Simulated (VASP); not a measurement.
Here is a VASP 6.6.1 calculation.

The input INCAR:

```
PREC = Accurate
ENCUT = 520
EDIFF = 1E-6
ISMEAR = 0
SIGMA = 0.05
LREAL = F
LASPH = T
NELM = 100
ALGO = Normal
ISIF = 2
LWAVE = F
LCHARG = T
GGA = PE
LELF = T
LVHAR = T
NBANDS = 11
```

KPOINTS

```
regular mesh
0
Gamma
  10 10 10
```

The input POSCAR:

```
Si
1.0
    0.0000000000      3.0176590533      2.5155205868
    3.0176590533      0.0000000000      2.5155205868
    3.0176590533      3.0176590533      0.0000000000
Si
2
Direct
    0.5000000000      0.5000000000      0.5000000000
    0.7500000000      0.7500000000      0.7500000000
```

Potentials or basis: VASP PAW PBE potentials, release 64 (Si).

Run with:

```console
$ cat potpaw_PBE.64/Si/POTCAR > POTCAR
$ mpirun -np 1 vasp_std > vasp.out
```

Task: Predict the band gap on the k mesh.

Result: Zero (band 4 reaches 5.26 eV, above the bottom of band 5 at 4.38 eV).

Task: Predict the pressure.

Result: -8.5 GPa.

Stress tensor (GPa, compression positive):
```
-12.39   0.00   0.00
  0.00 -12.39   0.00
  0.00   0.00  -0.64
```
